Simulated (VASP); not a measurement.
# TiO2 (Fm-3m) in VASP: single point with LDA

Aim: the single point of TiO2 with LDA.

Everything below comes from runs of VASP 6.6.1. Logs are shortened: lines on timing, memory, paths and dates and some standing lists are left out, and cuts for length are marked.

### 1 The cell of the first run

It takes space group Fm-3m (No. 225, cubic). The conventional cell has a = 4.794 Å, b = 4.794 Å, c = 4.794 Å, α = 90.00°, β = 90.00°, γ = 90.00°. Ti (site symmetry m-3m) has 8 O at 2.08 Å within 2.7 Å. Within 2.7 Å of O (site symmetry -43m) lie 4 Ti at 2.08 Å and 6 O at 2.40 Å.

### 2 Single point, LDA

INCAR reads:

```
ALGO = Normal ; EDIFF = 1E-6
ENCUT = 600 ; GGA_COMPAT = F
ISIF = 2 ; ISMEAR = 0
LASPH = T ; LCHARG = F
LREAL = F ; LWAVE = F
NBANDS = 19 ; NELM = 120
PREC = Accurate ; SIGMA = 0.01
```

KPOINTS reads:

```
k-points
0
Gamma
  6 6 6
```

POSCAR reads:

```
TiO2
1.0
    0.0000000000      2.3968272579      2.3968272579
    2.3968272579      0.0000000000      2.3968272579
    2.3968272579      2.3968272579      0.0000000000
Ti O
1 2
Direct
    0.0000000000      0.0000000000      0.0000000000
    0.2500000000      0.2500000000      0.2500000000
    0.7500000000      0.7500000000      0.7500000000
```

Potentials or basis: VASP PAW LDA potentials, release 64 (Ti_sv, O).

On the command line:

```sh
$ cat potpaw_LDA.64/Ti_sv/POTCAR potpaw_LDA.64/O/POTCAR > POTCAR
$ mpirun -np 1 vasp_std > vasp.out
```

OUTCAR:

```text
EDIFF = 1E-6
   ENCUT = 600
   ISIF = 2
   ISMEAR = 0
   LASPH = T
   LREAL = F
   NELM = 120
   PREC = Accurate

 ion  position               nearest neighbor table
   1  0.000  0.000  0.000-   3 2.08   3 2.08   3 2.08   2 2.08   3 2.08   2 2.08   2 2.08   2 2.08

   2  0.250  0.250  0.250-   1 2.08   1 2.08   1 2.08   1 2.08
   3  0.750  0.750  0.750-   1 2.08   1 2.08   1 2.08   1 2.08

  LATTYP: Found a face centered cubic cell.
 ALAT       =     4.7936545158

  Lattice vectors:

 A1 = (   0.0000000000,   2.3968272579,   2.3968272579)
 A2 = (   2.3968272579,   0.0000000000,   2.3968272579)
 A3 = (   2.3968272579,   2.3968272579,   0.0000000000)

Analysis of symmetry for initial positions (statically):
=====================================================================
 Subroutine PRICEL returns:
 Original cell was already a primitive cell.

 Routine SETGRP: Setting up the symmetry group for a
 face centered cubic supercell.

 Subroutine GETGRP returns: Found 48 space group operations
 (whereof 48 operations were pure point group operations)
 out of a pool of 48 trial point group operations.

The static configuration has the point symmetry O_h .

Analysis of symmetry for dynamics (positions and initial velocities):
=====================================================================
 Subroutine PRICEL returns:
 Original cell was already a primitive cell.

 Routine SETGRP: Setting up the symmetry group for a
 face centered cubic supercell.

 Subroutine GETGRP returns: Found 48 space group operations
 (whereof 48 operations were pure point group operations)
 out of a pool of 48 trial point group operations.

The dynamic configuration has the point symmetry O_h .

 Subroutine INISYM returns: Found 48 space group operations
 (whereof 48 operations are pure point group operations),
 and found     1 'primitive' translations

----------------------------------------------------------------------------------------

                                     Primitive cell

  volume of cell :      27.5385

  direct lattice vectors                    reciprocal lattice vectors
[... 72 lines left out ...]
   ISTART =      0    job   : 0-new  1-cont  2-samecut
   ICHARG =      2    charge: 1-file 2-atom 10-const
   ISPIN  =      1    spin polarized calculation?
   LNONCOLLINEAR =      F non collinear calculations
   LSORBIT =      F    spin-orbit coupling
   LASPH  =      T    aspherical Exc in radial PAW
   ENCUT  =  600.0 eV  44.10 Ry    6.64 a.u.   6.77  6.77  6.77*2*pi/ulx,y,z
   NELM   =    120;   NELMIN=  2; NELMDL= -5     # of ELM steps
   EDIFF  = 0.1E-05   stopping-criterion for ELM
   LREAL  =      F    real-space projection
   EDIFFG = 0.1E-04   stopping-criterion for IOM
   NSW    =      0    number of steps for IOM
   IBRION =     -1    ionic relax: 0-MD 1-quasi-New 2-CG
   NFREE  =      0    steps in history (QN), initial steepest desc. (CG)
   ISIF   =      2    stress and relaxation
   ISYM   =      2    0-nonsym 1-usesym 2-fastsym
   POTIM  = 0.5000    time-step for ionic-motion
   TEBEG  =    0.0;   TEEND  =   0.0 temperature during run
   PSTRESS=    0.0 pullay stress
   NELECT =      24.0000    total number of electrons
   NUPDOWN=      -1.0000    fix difference up-down
   EMIN   =  10.00;   EMAX   =-10.00  energy-range for DOS
   EFERMI =   0.00;   METHOD = LEGACY
   ISMEAR =     0;   SIGMA  =   0.01  broadening in eV -4-tet -1-fermi 0-gaus
   EFERMI_NEDOS =   21; number of points for ismear=-14 and -15
   IALGO  =     38    algorithm
   IMIX   =      4    mixing-type and parameters
     AMIX     =   0.40;   BMIX     =  1.00
     AMIX_MAG =   1.60;   BMIX_MAG =  1.00
  volume/ion in A,a.u.               =       9.18        61.95
  Fermi-wavevector in a.u.,A,eV,Ry     =   1.563742  2.955044 33.270189  2.445290
  Thomas-Fermi vector in A             =   2.666469
   LORBIT       =      0    0 simple, 1 ext, 2 COOP (PROOUT), +10 PAW based schemes
   GGA     = CA    functional components
   LHFCALC =     F    Hartree Fock is set to
   AEXX    =    0.0000 exact exchange contribution
   IVDW    =     0    specifies the selected vdW correction
   LEPSILON=     F    determine dielectric tensor
   LRPA    =     F    only Hartree local field effects (RPA)
 non-spin polarized calculation
 Gauss-broadening in eV      SIGMA  =   0.01
  energy-cutoff  :      600.00
  volume of cell :       27.54
 maximum number of plane-waves:       941
   NGX = 13   NGY = 13   NGZ = 13

 number of electron      23.9999996 magnetization

 Free energy of the ion-electron system (eV)
  ---------------------------------------------------
  ext. energy  EPLUGINS =         0.00000000
  ---------------------------------------------------
  free energy    TOTEN  =       -28.74707328 eV

  energy without entropy =      -28.74707328  energy(sigma->0) =      -28.74707328

 E-fermi :   7.2398     XC(G=0): -12.7969

 val. band max:        7.1111175171   @ k =   0.5000   0.5000   0.0000
 cond. band min:       8.1145209661   @ k =   0.0000   0.0000   0.0000
 fundamental gap:      1.0034034490
 Fermi energy:         7.2398054648

 k-point     1 :       0.0000    0.0000    0.0000
  band No.  band energies     occupation
      1     -49.9171      2.00000
      2     -26.4002      2.00000
      3     -26.4002      2.00000
      4     -26.4002      2.00000
      5     -12.3513      2.00000
      6      -8.3743      2.00000
[... 329 lines left out ...]
      6     -10.0837      2.00000
[... 11 lines left out ...]
     18      18.4896      0.00000
     19      22.2892      0.00000

------------------------ aborting loop because EDIFF is reached ----------------------------------------

  FORCE on cell =-STRESS in cart. coord.  units (eV):
  Direction    XX          YY          ZZ          XY          YZ          ZX
  --------------------------------------------------------------------------------------
  -------------------------------------------------------------------------------------
  Total       -1.5357636     -1.5357636     -1.5357636      0.0000000      0.0000000      0.0000000
  in kB      -89.3500392    -89.3500392    -89.3500392      0.0000000      0.0000000      0.0000000
  external PRESSURE =     -89.3500392 kB  Pullay stress =       0.0000000 kB

 VOLUME and BASIS-vectors are now :
 -----------------------------------------------------------------------------
  energy-cutoff  :      600.00
  volume of cell :       27.54
      direct lattice vectors                 reciprocal lattice vectors
     0.000000000  2.396827258  2.396827258    -0.208609110  0.208609110  0.208609110
     2.396827258  0.000000000  2.396827258     0.208609110 -0.208609110  0.208609110
     2.396827258  2.396827258  0.000000000     0.208609110  0.208609110 -0.208609110

 POSITION                                       TOTAL-FORCE (eV/Angst)
 -----------------------------------------------------------------------------------
      0.00000      0.00000      0.00000        -0.000000      0.000000      0.000000
      1.19841      1.19841      1.19841        -0.000000     -0.000000     -0.000000
      3.59524      3.59524      3.59524         0.000000      0.000000      0.000000
 -----------------------------------------------------------------------------------
    total drift:                               -0.000000      0.000000      0.000000

  FREE ENERGIE OF THE ION-ELECTRON SYSTEM (eV)
  ---------------------------------------------------
  free  energy   TOTEN  =       -28.7470732825 eV

  energy  without entropy=      -28.7470732825  energy(sigma->0) =      -28.74707328
```

OSZICAR:

```text
N       E                     dE             d eps       ncg     rms          rms(c)
DAV:   1     0.246237486169E+03    0.24624E+03   -0.14401E+04   616   0.167E+03
DAV:   2    -0.161635418649E+02   -0.26240E+03   -0.24430E+03   673   0.426E+02
DAV:   3    -0.374176286127E+02   -0.21254E+02   -0.21053E+02   672   0.122E+02
DAV:   4    -0.381452565379E+02   -0.72763E+00   -0.72625E+00   852   0.201E+01
DAV:   5    -0.381578021670E+02   -0.12546E-01   -0.12522E-01   694   0.269E+00    0.207E+01
DAV:   6    -0.295482122277E+02    0.86096E+01   -0.42628E+01   731   0.755E+01    0.987E+00
DAV:   7    -0.290766321241E+02    0.47158E+00   -0.11386E+01   742   0.302E+01    0.610E+00
DAV:   8    -0.289015631160E+02    0.17507E+00   -0.34902E-01   698   0.579E+00    0.434E+00
DAV:   9    -0.289599577807E+02   -0.58395E-01   -0.26368E+00   711   0.144E+01    0.410E+00
DAV:  10    -0.287588992866E+02    0.20106E+00   -0.85228E-01   768   0.790E+00    0.106E+00
DAV:  11    -0.287505690465E+02    0.83302E-02   -0.61862E-02   752   0.229E+00    0.596E-01
DAV:  12    -0.287473941760E+02    0.31749E-02   -0.11358E-02   674   0.903E-01    0.164E-01
DAV:  13    -0.287476901571E+02   -0.29598E-03   -0.45345E-04   680   0.171E-01    0.210E-01
DAV:  14    -0.287470757997E+02    0.61436E-03   -0.22062E-03   829   0.368E-01    0.265E-02
DAV:  15    -0.287470936119E+02   -0.17812E-04   -0.91041E-05   671   0.964E-02    0.367E-02
DAV:  16    -0.287470790541E+02    0.14558E-04   -0.19065E-05   695   0.450E-02    0.186E-02
DAV:  17    -0.287470736151E+02    0.54390E-05   -0.13032E-05   668   0.379E-02    0.573E-03
DAV:  18    -0.287470732825E+02    0.33264E-06   -0.81344E-07   412   0.728E-03
   1 F= -.28747073E+02 E0= -.28747073E+02  d E =-.938368E-76
```

Run time: 14 s. Hardware: 1 thread of Intel Xeon 6975P-C, shared host; peak memory 0.14 GiB.

What came out:

| Property | Result |
| --- | --- |
| Free energy | -28.7471 eV |
| Pressure | -8.9 GPa |
| Band gap on the k mesh | 1.00 eV, indirect (least direct gap 1.73 eV) |

Levels at points of the mesh, in eV from the valence-band top:
| k point | band 8 | band 9 | band 10 | band 11 | band 12 | band 13 | band 14 | band 15 | band 16 | band 17 |
| --- | --- | --- | --- | --- | --- | --- | --- | --- | --- | --- |
| (0.00, 0.00, 0.00) | -6.09 | -6.09 | -0.88 | -0.88 | -0.88 | 1.00 | 1.00 | 5.41 | 5.41 | 5.41 |
| (0.50, 0.00, 0.00) | -5.00 | -3.43 | -3.30 | -2.57 | -2.57 | 1.38 | 1.38 | 2.90 | 4.98 | 4.98 |
| (0.50, 0.50, 0.00) | -4.68 | -4.68 | -2.12 | -2.12 | 0.00 | 1.73 | 1.73 | 2.93 | 4.17 | 4.17 |

A k mesh can miss the band edges. A hybrid or GW would open this gap; LDA tends to underestimate it.
